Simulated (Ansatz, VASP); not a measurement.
**Two plane-wave programs on AlGa2Sb3**

```
Al Ga Sb
1.0
     5.99489    0.00000    0.00000
    -2.99745    5.19173    0.00000
     0.00000    0.00000    5.43611
Al Ga Sb
1 2 3
Direct
  0.00000 0.00000 0.00000
  0.33333 0.66667 0.00000
  0.66667 0.33333 0.00000
  0.50000 0.00000 0.50000
  0.00000 0.50000 0.50000
  0.50000 0.50000 0.50000
```

Change from the starting cell: species swapped into the NdAl2Pt3 type (P6/mmm, No. 191).

Alike in both runs: task relaxation of cell and atoms; functional PBE; k mesh 6 × 6 × 8; occupations gaussian, width 0.1 eV; no spin polarisation.

|  | VASP | Ansatz |
| --- | --- | --- |
| version | VASP 6.6.1 | Ansatz 0.2.0 |
| potentials or method | VASP PAW PBE potentials, release 64 (Al, Ga_d, Sb), cutoff 600 eV | scalar-relativistic, plane waves, PAW |
| valence electrons in the cell | 44 | 74 |

VASP gave:

```
gap on the k mesh at the Fermi level, each at its own relaxed structure (eV)  : none
relaxed volume (Å³/atom)                                                      : 28.14
relaxed length of the cell vector where the two differ most in proportion (Å) : 5.001
```

Problem. Which values does Ansatz return?

Solution. gap on the k mesh at the Fermi level, each at its own relaxed structure (eV): none; relaxed volume (Å³/atom): 28.16; relaxed length of the cell vector where the two differ most in proportion (Å): 5.003.

A gap of «none» marks a metal or a gap that the smearing closes. VASP's potentials hold 44 valence electrons a cell and Ansatz's 74, so a difference there can come from the potentials and not from the codes.

Spin-orbit coupling is off throughout.
